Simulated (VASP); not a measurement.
# AgCl (F-43m) in VASP: a series of runs

Aim: see how the results for AgCl move with the level of theory and the settings. Levels: LDA, PBEsol, r2SCAN, PBE. Tasks: single point.

Everything below comes from runs of VASP 6.6.1. Logs are shortened: lines on timing, memory, paths and dates and some standing lists are left out, and cuts for length are marked.

## Step 1: The cell of the first run

Symmetry: F-43m, No. 216, cubic system. The conventional cell has a = 5.775 Å, b = 5.775 Å, c = 5.775 Å, α = 90.00°, β = 90.00°, γ = 90.00°. Within 3.3 Å of Ag (site symmetry -43m) lie 4 Cl at 2.50 Å. Within 3.3 Å of Cl (site symmetry -43m) lie 4 Ag at 2.50 Å.

## Step 2: Single point, LDA

INCAR reads:

```
PREC = Accurate
ENCUT = 520
EDIFF = 1E-7
ISMEAR = -1
SIGMA = 0.02
LREAL = False
LASPH = True
NELM = 100
ALGO = Normal
ISIF = 2
LWAVE = False
LCHARG = False
GGA = CA
NBANDS = 16
```

KPOINTS reads:

```
Automatic mesh
0
Gamma
  6 6 6
```

POSCAR reads:

```
AgCl
1.0
    0.0000000000      2.8873710784      2.8873710784
    2.8873710784      0.0000000000      2.8873710784
    2.8873710784      2.8873710784      0.0000000000
Ag Cl
1 1
Direct
    0.0000000000      0.0000000000      0.0000000000
    0.2500000000      0.2500000000      0.2500000000
```

Potentials or basis: VASP PAW LDA potentials, release 64 (Ag, Cl).

On the command line:

```console
$ cat potpaw_LDA.64/Ag/POTCAR potpaw_LDA.64/Cl/POTCAR > POTCAR
$ mpirun -np 1 vasp_std > vasp.out
```

OUTCAR:

```text
PREC = Accurate
   ENCUT = 520
   EDIFF = 1E-7
   ISMEAR = -1
   LREAL = False
   LASPH = True
   NELM = 100
   ISIF = 2
   GGA = CA

 ion  position               nearest neighbor table
   1  0.000  0.000  0.000-   2 2.50   2 2.50   2 2.50   2 2.50
   2  0.250  0.250  0.250-   1 2.50   1 2.50   1 2.50   1 2.50

  LATTYP: Found a face centered cubic cell.
 ALAT       =     5.7747421568

  Lattice vectors:

 A1 = (   0.0000000000,   2.8873710784,   2.8873710784)
 A2 = (   2.8873710784,   0.0000000000,   2.8873710784)
 A3 = (   2.8873710784,   2.8873710784,   0.0000000000)

Analysis of symmetry for initial positions (statically):
=====================================================================
 Subroutine PRICEL returns:
 Original cell was already a primitive cell.

 Routine SETGRP: Setting up the symmetry group for a
 face centered cubic supercell.

 Subroutine GETGRP returns: Found 24 space group operations
 (whereof 24 operations were pure point group operations)
 out of a pool of 48 trial point group operations.

The static configuration has the point symmetry T_d .

Analysis of symmetry for dynamics (positions and initial velocities):
=====================================================================
 Subroutine PRICEL returns:
 Original cell was already a primitive cell.

 Routine SETGRP: Setting up the symmetry group for a
 face centered cubic supercell.

 Subroutine GETGRP returns: Found 24 space group operations
 (whereof 24 operations were pure point group operations)
 out of a pool of 48 trial point group operations.

The dynamic configuration has the point symmetry T_d .

 Subroutine INISYM returns: Found 24 space group operations
 (whereof 24 operations are pure point group operations),
 and found     1 'primitive' translations

----------------------------------------------------------------------------------------

                                     Primitive cell

  volume of cell :      48.1435

  direct lattice vectors                    reciprocal lattice vectors
     0.000000000  2.887371078  2.887371078    -0.173167905  0.173167905  0.173167905
     2.887371078  0.000000000  2.887371078     0.173167905 -0.173167905  0.173167905
     2.887371078  2.887371078  0.000000000     0.173167905  0.173167905 -0.173167905

  length of vectors
[... 69 lines left out ...]
   LSORBIT =      F    spin-orbit coupling
   LASPH  =      T    aspherical Exc in radial PAW
   ENCUT  =  520.0 eV  38.22 Ry    6.18 a.u.   7.59  7.59  7.59*2*pi/ulx,y,z
   NELM   =    100;   NELMIN=  2; NELMDL= -5     # of ELM steps
   EDIFF  = 0.1E-06   stopping-criterion for ELM
   LREAL  =      F    real-space projection
   EDIFFG = 0.1E-05   stopping-criterion for IOM
   NSW    =      0    number of steps for IOM
   IBRION =     -1    ionic relax: 0-MD 1-quasi-New 2-CG
   NFREE  =      0    steps in history (QN), initial steepest desc. (CG)
   ISIF   =      2    stress and relaxation
   ISYM   =      2    0-nonsym 1-usesym 2-fastsym
   POTIM  = 0.5000    time-step for ionic-motion
   TEBEG  =    0.0;   TEEND  =   0.0 temperature during run
   PSTRESS=    0.0 pullay stress
   NELECT =      18.0000    total number of electrons
   NUPDOWN=      -1.0000    fix difference up-down
   EMIN   =  10.00;   EMAX   =-10.00  energy-range for DOS
   EFERMI =   0.00;   METHOD = LEGACY
   ISMEAR =    -1;   SIGMA  =   0.02  broadening in eV -4-tet -1-fermi 0-gaus
   EFERMI_NEDOS =   21; number of points for ismear=-14 and -15
   IALGO  =     38    algorithm
   IMIX   =      4    mixing-type and parameters
     AMIX     =   0.40;   BMIX     =  1.00
     AMIX_MAG =   1.60;   BMIX_MAG =  1.00
  volume/ion in A,a.u.               =      24.07       162.44
  Fermi-wavevector in a.u.,A,eV,Ry     =   1.179378  2.228701 18.924789  1.390933
  Thomas-Fermi vector in A             =   2.315690
   LORBIT       =      0    0 simple, 1 ext, 2 COOP (PROOUT), +10 PAW based schemes
   GGA     = CA    functional components
   LHFCALC =     F    Hartree Fock is set to
   AEXX    =    0.0000 exact exchange contribution
   IVDW    =     0    specifies the selected vdW correction
   LEPSILON=     F    determine dielectric tensor
   LRPA    =     F    only Hartree local field effects (RPA)
 non-spin polarized calculation
  energy-cutoff  :      520.00
  volume of cell :       48.14
 maximum number of plane-waves:      1313
   NGX = 15   NGY = 15   NGZ = 15

 number of electron      18.0000008 magnetization

 Free energy of the ion-electron system (eV)
  ---------------------------------------------------
  ext. energy  EPLUGINS =         0.00000000
  ---------------------------------------------------
  free energy    TOTEN  =        -6.70547284 eV

  energy without entropy =       -6.70547284  energy(sigma->0) =       -6.70547284

 E-fermi :   3.0794     XC(G=0):  -9.6013

 val. band max:        2.6676456811   @ k =   0.0000   0.0000   0.0000
 cond. band min:       3.5121506286   @ k =   0.0000   0.0000   0.0000
 fundamental gap:      0.8445049475
 Fermi energy:         3.0793520459

 k-point     1 :       0.0000    0.0000    0.0000
  band No.  band energies     occupation
      1     -12.7402      2.00000
      2      -2.1833      2.00000
      3      -2.1833      2.00000
      4      -2.1833      2.00000
      5       0.0594      2.00000
      6       0.0594      2.00000
[... 281 lines left out ...]
      3      -1.8037      2.00000
      4      -1.5546      2.00000
      5       0.0467      2.00000
      6       0.2538      2.00000
[... 8 lines left out ...]
     15      16.2714      0.00000
     16      16.2957      0.00000

------------------------ aborting loop because EDIFF is reached ----------------------------------------

  FORCE on cell =-STRESS in cart. coord.  units (eV):
  Direction    XX          YY          ZZ          XY          YZ          ZX
  --------------------------------------------------------------------------------------
  -------------------------------------------------------------------------------------
  Total       -0.0015196     -0.0015196     -0.0015196     -0.0000000     -0.0000000      0.0000000
  in kB       -0.0505702     -0.0505702     -0.0505702     -0.0000000     -0.0000000      0.0000000
  external PRESSURE =      -0.0505702 kB  Pullay stress =       0.0000000 kB

 VOLUME and BASIS-vectors are now :
 -----------------------------------------------------------------------------
  energy-cutoff  :      520.00
  volume of cell :       48.14
      direct lattice vectors                 reciprocal lattice vectors
     0.000000000  2.887371078  2.887371078    -0.173167905  0.173167905  0.173167905
     2.887371078  0.000000000  2.887371078     0.173167905 -0.173167905  0.173167905
     2.887371078  2.887371078  0.000000000     0.173167905  0.173167905 -0.173167905

 POSITION                                       TOTAL-FORCE (eV/Angst)
 -----------------------------------------------------------------------------------
      0.00000      0.00000      0.00000        -0.000000      0.000000     -0.000000
      1.44369      1.44369      1.44369         0.000000     -0.000000      0.000000
 -----------------------------------------------------------------------------------
    total drift:                                0.000000      0.000000      0.000000

  FREE ENERGIE OF THE ION-ELECTRON SYSTEM (eV)
  ---------------------------------------------------
  free  energy   TOTEN  =        -6.7054728391 eV

  energy  without entropy=       -6.7054728391  energy(sigma->0) =       -6.70547284
```

OSZICAR:

```text
N       E                     dE             d eps       ncg     rms          rms(c)
DAV:   1     0.100681669624E+03    0.10068E+03   -0.86108E+03   512   0.100E+03
DAV:   2    -0.294258540448E+01   -0.10362E+03   -0.96910E+02   616   0.223E+02
DAV:   3    -0.683757601950E+01   -0.38950E+01   -0.38852E+01   656   0.454E+01
DAV:   4    -0.687075851834E+01   -0.33182E-01   -0.33180E-01   648   0.444E+00
DAV:   5    -0.687130613461E+01   -0.54762E-03   -0.54761E-03   616   0.561E-01    0.759E+00
DAV:   6    -0.671569858813E+01    0.15561E+00   -0.27179E-01   680   0.717E+00    0.527E+00
DAV:   7    -0.670844291180E+01    0.72557E-02   -0.78501E-02   592   0.181E+00    0.220E+00
DAV:   8    -0.670554590329E+01    0.28970E-02   -0.43241E-03   624   0.584E-01    0.239E-01
DAV:   9    -0.670546005341E+01    0.85850E-04   -0.39460E-04   608   0.262E-01    0.341E-02
DAV:  10    -0.670547283681E+01   -0.12783E-04   -0.26105E-05   656   0.443E-02    0.894E-03
DAV:  11    -0.670547283914E+01   -0.23304E-08   -0.89045E-07   664   0.833E-03
   1 F= -.67054728E+01 E0= -.67054728E+01  d E =-.154761E-10
```

stdout:

```text
POSCAR found type information on POSCAR AgCl
 POSCAR found :  2 types and       2 ions
 scaLAPACK will be used
 LDA part: xc-table for (Slater(with rela. corr.)+CA(PZ))
 , standard interpolation
 POSCAR, INCAR and KPOINTS ok, starting setup
 FFT: planning ... GRIDC
 FFT: planning ... GRID_SOFT
 FFT: planning ... GRID
 WAVECAR not read
 entering main loop
```

It took 11 s on 1 thread of Intel Xeon 8259CL, shared host; peak memory 0.15 GiB.

Results:

```
Free energy            : -6.7055 eV
Pressure               : 0.0 GPa
Band gap on the k mesh : 0.84 eV
```

## Step 3: Single point, PBEsol

This run uses another cell than the first one, of 25.50 Å³/atom.

INCAR reads:

```
PREC = Accurate ; ENCUT = 520
EDIFF = 1E-7 ; ISMEAR = -1
SIGMA = 0.02 ; LREAL = False
LASPH = True ; NELM = 100
ALGO = Normal ; ISIF = 2
LWAVE = False ; LCHARG = False
GGA = PS ; NBANDS = 16
```

KPOINTS reads:

```
regular mesh
0
Gamma
  6 6 6
```

POSCAR reads:

```
AgCl
1.0
    0.0000000000      2.9433595913      2.9433595913
    2.9433595913      0.0000000000      2.9433595913
    2.9433595913      2.9433595913      0.0000000000
Ag Cl
1 1
Direct
    0.0000000000      0.0000000000      0.0000000000
    0.2500000000      0.2500000000      0.2500000000
```

Potentials or basis: VASP PAW PBE potentials, release 64 (Ag, Cl).

On the command line:

```console
$ cat potpaw_PBE.64/Ag/POTCAR potpaw_PBE.64/Cl/POTCAR > POTCAR
$ mpirun -np 1 vasp_std > vasp.out
```

It took 15 s on 1 thread of Intel Xeon 8259CL, shared host; peak memory 0.17 GiB.

Results (log left out):

* Free energy: -6.0270 eV
* Pressure: -0.1 GPa
* Band gap on the k mesh: 1.03 eV

Levels at points of the mesh, in eV from the valence-band top:
```tsv
k point	band 5	band 6	band 7	band 8	band 9	band 10	band 11	band 12	band 13	band 14
(0.00, 0.00, 0.00)	-2.34	-2.34	0.00	0.00	0.00	1.03	7.93	7.93	7.93	12.63
(0.50, 0.00, 0.00)	-2.26	-2.26	-2.16	-0.64	-0.64	3.62	6.62	8.31	8.31	11.84
(0.50, 0.50, 0.00)	-2.29	-2.16	-1.90	-1.50	-1.50	4.54	5.45	8.56	10.75	10.75
```

Caveat: the PAW data sets were made with another functional, which shifts forces and pressure a little.

(Part 1 of 2 ends here.)
